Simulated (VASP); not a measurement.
# CsH (R-3m) in VASP: a series of runs, part 2 of 2

VASP 6.6.1. Earlier steps stand in the parts before.

**3. Single point, LDA**

This run uses another cell than the first one, of the same volume but with other edges.

Contents of INCAR:

```
SYSTEM = CsH
PREC     = Accurate       ! precision mode
ENCUT    = 520            ! plane-wave cutoff, eV
EDIFF    = 1E-7           ! SCF threshold, eV
ISMEAR   = 0              ! smearing method
SIGMA    = 0.05           ! smearing width, eV
LREAL    = .FALSE.        ! projectors in reciprocal space
LASPH    = .TRUE.         ! aspherical terms in the spheres
NELM     = 80             ! most SCF steps
ALGO     = Normal         ! electronic algorithm
ISIF     = 2              ! what is computed and relaxed
LWAVE    = .FALSE.        ! write WAVECAR
LCHARG   = .FALSE.        ! write CHGCAR
NBANDS   = 12             ! bands
```

Contents of KPOINTS:

```
regular mesh
0
G
  8 8 8
  0 0 0
```

Contents of POSCAR:

```
CsH
1.0
    3.9235940668     -0.6036298564     -0.6036298564
   -0.6036298564      3.9235940668     -0.6036298564
   -0.6036298564     -0.6036298564      3.9235940668
Cs H
1 1
Direct
    0.0000000000      0.0000000000      0.0000000000
    0.5000000000      0.5000000000      0.5000000000
```

Potentials or basis: VASP PAW LDA potentials, release 64 (Cs_sv, H).

Run with:

```bash
$ cat potpaw_LDA.64/Cs_sv/POTCAR potpaw_LDA.64/H/POTCAR > POTCAR
$ mpirun -np 1 vasp_std > vasp.out
```

OUTCAR:

```text
SYSTEM = CsH
   PREC = Accurate
   ENCUT = 520
   EDIFF = 1E-7
   ISMEAR = 0
   LREAL = .FALSE.
   LASPH = .TRUE.
   NELM = 80
   ISIF = 2

 ion  position               nearest neighbor table
   1  0.000  0.000  0.000-
   2  0.500  0.500  0.500-

  LATTYP: Found a trigonal (rhomboedric) cell.
 ALAT       =     4.0153864581
 COS(alpha) =    -0.2711864407

  Lattice vectors:

 A1 = (   3.9235940668,  -0.6036298564,  -0.6036298564)
 A2 = (  -0.6036298564,   3.9235940668,  -0.6036298564)
 A3 = (  -0.6036298564,  -0.6036298564,   3.9235940668)

Analysis of symmetry for initial positions (statically):
=====================================================================
 Subroutine PRICEL returns:
 Original cell was already a primitive cell.

 Routine SETGRP: Setting up the symmetry group for a
 trigonal (rhombohedral) supercell.

 Subroutine GETGRP returns: Found 12 space group operations
 (whereof 12 operations were pure point group operations)
 out of a pool of 12 trial point group operations.

The static configuration has the point symmetry D_3d.

Analysis of symmetry for dynamics (positions and initial velocities):
=====================================================================
 Subroutine PRICEL returns:
 Original cell was already a primitive cell.

 Routine SETGRP: Setting up the symmetry group for a
 trigonal (rhombohedral) supercell.

 Subroutine GETGRP returns: Found 12 space group operations
 (whereof 12 operations were pure point group operations)
 out of a pool of 12 trial point group operations.

The dynamic configuration has the point symmetry D_3d.

 Subroutine INISYM returns: Found 12 space group operations
 (whereof 12 operations are pure point group operations),
 and found     1 'primitive' translations

----------------------------------------------------------------------------------------

                                     Primitive cell

  volume of cell :      55.6733

  direct lattice vectors                    reciprocal lattice vectors
     3.923594067 -0.603629856 -0.603629856     0.269971674  0.049085759  0.049085759
    -0.603629856  3.923594067 -0.603629856     0.049085759  0.269971674  0.049085759
    -0.603629856 -0.603629856  3.923594067     0.049085759  0.049085759  0.269971674

  length of vectors
     4.015386458  4.015386458  4.015386458     0.278753526  0.278753526  0.278753526

  position of ions in fractional coordinates (direct lattice)
     0.000000000  0.000000000  0.000000000
     0.500000000  0.500000000  0.500000000

  ion indices of the primitive-cell ions
   primitive index   ion index
                 1           1
                 2           2

----------------------------------------------------------------------------------------

 KPOINTS: regular mesh

Automatic generation of k-mesh.
 Grid dimensions read from file:
 generate k-points for:    8    8    8

 Generating k-lattice:

  Cartesian coordinates                     Fractional coordinates (reciprocal lattice)
     0.033746459  0.006135720  0.006135720     0.125000000 -0.000000000  0.000000000
     0.006135720  0.033746459  0.006135720    -0.000000000  0.125000000  0.000000000
     0.006135720  0.006135720  0.033746459     0.000000000  0.000000000  0.125000000

  Length of vectors
     0.034844191  0.034844191  0.034844191

  Shift w.r.t. Gamma in fractional coordinates (k-lattice)
     0.000000000  0.000000000  0.000000000

 Subroutine IBZKPT returns following result:
 ===========================================

 Found     65 irreducible k-points:

 Following reciprocal coordinates:
            Coordinates               Weight
  0.000000  0.000000  0.000000      1.000000
  0.125000  0.000000  0.000000      6.000000
  0.250000  0.000000  0.000000      6.000000
  0.375000  0.000000  0.000000      6.000000
  0.500000  0.000000  0.000000      3.000000
  0.125000  0.125000  0.000000      6.000000
[... 16 lines left out ...]
  0.250000  0.125000  0.125000      6.000000
  0.375000  0.125000  0.125000      6.000000
 [... further k-points ...]
   k-points           NKPTS =     65   k-points in BZ     NKDIM =     65   number of bands    NBANDS=     12
   number of dos      NEDOS =    301   number of ions     NIONS =      2
   total plane-waves  NPLWV =  27000
   dimension x,y,z NGX =    30 NGY =   30 NGZ =   30
   dimension x,y,z NGXF=    60 NGYF=   60 NGZF=   60
   ions per type =               1   1
   NGX,Y,Z   is equivalent  to a cutoff of  12.42, 12.42, 12.42 a.u.
   NGXF,Y,Z  is equivalent  to a cutoff of  24.84, 24.84, 24.84 a.u.
 SYSTEM =  CsH
   PREC   = accura    normal or accurate (medium, high low for compatibility)
   ISTART =      0    job   : 0-new  1-cont  2-samecut
   ICHARG =      2    charge: 1-file 2-atom 10-const
   ISPIN  =      1    spin polarized calculation?
   LNONCOLLINEAR =      F non collinear calculations
   LSORBIT =      F    spin-orbit coupling
   LASPH  =      T    aspherical Exc in radial PAW
   ENCUT  =  520.0 eV  38.22 Ry    6.18 a.u.   7.47  7.47  7.47*2*pi/ulx,y,z
   NELM   =     80;   NELMIN=  2; NELMDL= -5     # of ELM steps
   EDIFF  = 0.1E-06   stopping-criterion for ELM
   LREAL  =      F    real-space projection
   EDIFFG = 0.1E-05   stopping-criterion for IOM
   NSW    =      0    number of steps for IOM
   IBRION =     -1    ionic relax: 0-MD 1-quasi-New 2-CG
   NFREE  =      0    steps in history (QN), initial steepest desc. (CG)
   ISIF   =      2    stress and relaxation
   ISYM   =      2    0-nonsym 1-usesym 2-fastsym
   POTIM  = 0.5000    time-step for ionic-motion
   TEBEG  =    0.0;   TEEND  =   0.0 temperature during run
   PSTRESS=    0.0 pullay stress
   NELECT =      10.0000    total number of electrons
   NUPDOWN=      -1.0000    fix difference up-down
   EMIN   =  10.00;   EMAX   =-10.00  energy-range for DOS
   EFERMI =   0.00;   METHOD = LEGACY
   ISMEAR =     0;   SIGMA  =   0.05  broadening in eV -4-tet -1-fermi 0-gaus
   EFERMI_NEDOS =   21; number of points for ismear=-14 and -15
   IALGO  =     38    algorithm
   IMIX   =      4    mixing-type and parameters
     AMIX     =   0.40;   BMIX     =  1.00
     AMIX_MAG =   1.60;   BMIX_MAG =  1.00
  volume/ion in A,a.u.               =      27.84       187.85
  Fermi-wavevector in a.u.,A,eV,Ry     =   0.923689  1.745519 11.608509  0.853201
  Thomas-Fermi vector in A             =   2.049353
   LORBIT       =      0    0 simple, 1 ext, 2 COOP (PROOUT), +10 PAW based schemes
   GGA     = CA    functional components
   LHFCALC =     F    Hartree Fock is set to
   AEXX    =    0.0000 exact exchange contribution
   IVDW    =     0    specifies the selected vdW correction
   LEPSILON=     F    determine dielectric tensor
   LRPA    =     F    only Hartree local field effects (RPA)
 non-spin polarized calculation
 Gauss-broadening in eV      SIGMA  =   0.05
  energy-cutoff  :      520.00
  volume of cell :       55.67
 maximum number of plane-waves:      1512
 NGX is ok and might be reduce to    30

 number of electron      10.0000000 magnetization

 number of electron       9.9999998 magnetization

 Free energy of the ion-electron system (eV)
  ---------------------------------------------------
  ext. energy  EPLUGINS =         0.00000000
  ---------------------------------------------------
  free energy    TOTEN  =        -3.90836789 eV

  energy without entropy =       -3.90836789  energy(sigma->0) =       -3.90836789

 E-fermi :   2.3417     XC(G=0):  -8.0225

 val. band max:        2.1421164339   @ k =   0.5000   0.5000   0.5000
 cond. band min:       2.5437775009   @ k =   0.5000   0.0000   0.0000
 fundamental gap:      0.4016610669
 Fermi energy:         2.3416980331

 k-point     1 :       0.0000    0.0000    0.0000
  band No.  band energies     occupation
      1     -20.6842      2.00000
      2      -6.9562      2.00000
      3      -6.9170      2.00000
      4      -6.9170      2.00000
      5      -1.3124      2.00000
      6       3.9533      0.00000
      7       5.0764      0.00000
      8       5.0764      0.00000
      9       8.0305      0.00000
     10       8.0305      0.00000
     11       9.4085      0.00000
     12       9.4085      0.00000
[... 331 lines left out ...]
 k-point    24 :       0.3750    0.1250    0.1250
  band No.  band energies     occupation
      1     -20.5199      2.00000
      2      -8.2047      2.00000
      3      -7.4530      2.00000
      4      -7.1502      2.00000
      5       1.5083      2.00000
      6       3.5688      0.00000
      7       4.3177      0.00000
      8       7.6553      0.00000
      9       8.4246      0.00000
     10       8.6695      0.00000
     11       9.7390      0.00000
     12      10.5569      0.00000

 [... further k-points ...]
[... 5 lines left out ...]
  --------------------------------------------------------------------------------------
  -------------------------------------------------------------------------------------
  Total        2.1882453      2.1882453      2.1882453      2.9255859      2.9255859      2.9255859
  in kB       62.9737290     62.9737290     62.9737290     84.1930533     84.1930533     84.1930533
  external PRESSURE =      62.9737290 kB  Pullay stress =       0.0000000 kB

 VOLUME and BASIS-vectors are now :
 -----------------------------------------------------------------------------
  energy-cutoff  :      520.00
  volume of cell :       55.67
      direct lattice vectors                 reciprocal lattice vectors
     3.923594067 -0.603629856 -0.603629856     0.269971674  0.049085759  0.049085759
    -0.603629856  3.923594067 -0.603629856     0.049085759  0.269971674  0.049085759
    -0.603629856 -0.603629856  3.923594067     0.049085759  0.049085759  0.269971674

 POSITION                                       TOTAL-FORCE (eV/Angst)
 -----------------------------------------------------------------------------------
      0.00000      0.00000      0.00000        -0.000000     -0.000000      0.000000
      1.35817      1.35817      1.35817         0.000000      0.000000     -0.000000
 -----------------------------------------------------------------------------------
    total drift:                               -0.000000      0.000000      0.000000

  FREE ENERGIE OF THE ION-ELECTRON SYSTEM (eV)
  ---------------------------------------------------
  free  energy   TOTEN  =        -3.9083678890 eV

  energy  without entropy=       -3.9083678890  energy(sigma->0) =       -3.90836789
```

Run time: 17 s. Hardware: 1 thread of AMD EPYC 9R45 (Zen 5), shared host; peak memory 0.14 GiB.

Results:

| Property | Result |
| --- | --- |
| Free energy | -3.9084 eV |
| Pressure | 6.3 GPa |
| Band gap on the k mesh | 0.40 eV, indirect (least direct gap 0.43 eV) |

Caveat: spin-orbit coupling is left out, which moves the levels of the heavy elements. A k mesh can miss the band edges.

**4. Single point, LDA**

This run uses another cell than the first one, of the same volume but with other edges.

Contents of INCAR:

```
SYSTEM = CsH
ALGO     = Normal         ! electronic algorithm
EDIFF    = 1E-7           ! SCF threshold, eV
ENCUT    = 520            ! plane-wave cutoff, eV
GGA      = CA             ! functional
ISIF     = 2              ! what is computed and relaxed
ISMEAR   = 0              ! smearing method
LASPH    = .True.         ! aspherical terms in the spheres
LCHARG   = .True.         ! write CHGCAR
LELF     = .True.         ! ELF
LREAL    = .False.        ! projectors in reciprocal space
LVHAR    = .True.       
LWAVE    = .False.        ! write WAVECAR
NBANDS   = 12             ! bands
NELM     = 80             ! most SCF steps
PREC     = Accurate       ! precision mode
SIGMA    = 0.05           ! smearing width, eV
```

Contents of KPOINTS:

```
k-points
0
Gamma
  8 8 8
  0 0 0
```

Contents of POSCAR:

```
CsH
1.0
    3.8294201902     -0.2015484311     -0.2015484311
   -0.2015484311      3.8294201902     -0.2015484311
   -0.2015484311     -0.2015484311      3.8294201902
Cs H
1 1
Direct
    0.0000000000      0.0000000000      0.0000000000
    0.5000000000      0.5000000000      0.5000000000
```

Run with:

```bash
$ cat potpaw_LDA.64/Cs_sv/POTCAR potpaw_LDA.64/H/POTCAR > POTCAR
$ mpirun -np 1 vasp_std > vasp.out
```

It took 16 s on 1 thread of AMD EPYC 9R45 (Zen 5), shared host; peak memory 0.14 GiB.

Results (log left out):

- Free energy: -4.8591 eV
- Pressure: -1.3 GPa
- Band gap on the k mesh: 2.08 eV, direct

Stress tensor (GPa, compression positive):
```
-1.31  0.99  0.99
 0.99 -1.31  0.99
 0.99  0.99 -1.31
```

Levels at points of the mesh, in eV from the valence-band top:
```
           k point  band 3  band 4  band 5  band 6  band 7  band 8
(0.00, 0.00, 0.00)   -7.96   -7.96   -2.21    3.11    3.11    6.13
(0.50, 0.00, 0.00)   -7.89   -7.83   -0.25    2.11    3.67    5.86
(0.50, 0.50, 0.00)   -9.05   -7.73   -1.44    3.84    5.57    5.98
(0.50, 0.50, 0.50)   -9.09   -8.74    0.00    2.08    2.08    3.22
```

Caveat: spin-orbit coupling is left out, which moves the levels of the heavy elements.

**5. Single point, LDA**

Contents of INCAR:

```
SYSTEM = CsH
PREC = Accurate
ENCUT = 520
EDIFF = 1E-6
ISMEAR = 0
SIGMA = 0.05
LREAL = .False.
LASPH = .True.
NELM = 60
ALGO = Normal
ISIF = 2
LWAVE = .False.
LCHARG = .False.
NBANDS = 12
```

Contents of KPOINTS:

```
Automatic mesh
0
Gamma
  8 8 8
  0 0 0
```

Contents of POSCAR:

```
CsH
1.0
    3.8328106764      0.2395506673      0.2395506673
    0.2395506673      3.8328106764      0.2395506673
    0.2395506673      0.2395506673      3.8328106764
Cs H
1 1
Direct
    0.0000000000      0.0000000000      0.0000000000
    0.5000000000      0.5000000000      0.5000000000
```

Run with:

```bash
$ cat potpaw_LDA.64/Cs_sv/POTCAR potpaw_LDA.64/H/POTCAR > POTCAR
$ mpirun -np 1 vasp_std > vasp.out
```

Wall time 14 s (1 thread of AMD EPYC 9R45 (Zen 5), shared host); peak memory 0.14 GiB.

Results (log left out):

- Free energy: -4.8866 eV
- Pressure: -1.4 GPa
- Band gap on the k mesh: 1.87 eV, direct

Stress tensor (GPa, compression positive):
```
-1.42 -0.18 -0.18
-0.18 -1.42 -0.18
-0.18 -0.18 -1.42
```

Levels at points of the mesh, in eV from the valence-band top:
| k point | band 2 | band 3 | band 4 | band 5 | band 6 | band 7 | band 8 | band 9 |
| --- | --- | --- | --- | --- | --- | --- | --- | --- |
| (0.00, 0.00, 0.00) | -7.99 | -7.99 | -7.88 | -2.17 | 3.17 | 3.17 | 6.40 | 8.70 |
| (0.50, 0.00, 0.00) | -9.48 | -7.85 | -7.81 | -0.23 | 2.13 | 3.71 | 6.05 | 6.33 |
| (0.50, 0.50, 0.00) | -9.30 | -9.00 | -7.71 | -1.41 | 3.59 | 6.03 | 6.09 | 7.08 |
| (0.50, 0.50, 0.50) | -9.24 | -8.77 | -8.77 | 0.00 | 1.87 | 2.83 | 2.83 | 9.73 |

Caveat: spin-orbit coupling is left out, which moves the levels of the heavy elements.

**6. Summary**

```tsv
cell	gap on the mesh (eV)	pressure (GPa)
a = 3.926 Å, angles 75.7°, 2 atoms	1.65	-0.6
a = 4.015 Å, angles 105.7°, 2 atoms	0.40	6.3
a = 3.840 Å, angles 95.9°, 2 atoms	2.08	-1.3
a = 3.848 Å, angles 82.7°, 2 atoms	1.87	-1.4
```

Alike in all rows: task single point; level LDA; potentials or basis VASP PAW LDA potentials, release 64 (Cs_sv, H); no spin polarisation; k mesh 8 × 8 × 8; cutoff (eV) 520; smearing gaussian 0.05 eV.

Caveats: spin-orbit coupling is left out, which moves the levels of the heavy elements.

Absolute energies hang on the potentials; compare differences alone.
